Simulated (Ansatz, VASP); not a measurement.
ZnS: VASP beside Ansatz

```
CELL_PARAMETERS angstrom
0.00000 2.70200 2.70200
2.70200 0.00000 2.70200
2.70200 2.70200 0.00000
ATOMIC_POSITIONS crystal
Zn 0.75000 0.75000 0.75000
S 0.00000 0.00000 0.00000
```

Alike in both runs: task single point; functional r2SCAN; dispersion rVV10; k mesh 9 × 9 × 9; occupations gaussian, width 0.01 eV; no spin polarisation.

|  | VASP | Ansatz |
| --- | --- | --- |
| version | VASP 6.6.1 | Ansatz 0.2.0 |
| potentials or method | VASP PAW PBE potentials, release 64 (Zn, S), cutoff 550 eV | all-electron PAW datasets made for the crystal |

```csv
,VASP,Ansatz,Ansatz less VASP
gap on the k mesh at the Fermi level (eV),2.62,2.62,-0.002
least direct gap on the mesh (eV),2.62,2.62,-0.002
pressure (GPa),-1.5,-1.5,-0.04
```

VASP's potentials were made for PBE, not for r2SCAN. Ansatz ran all-electron here, and VASP with PAW potentials.
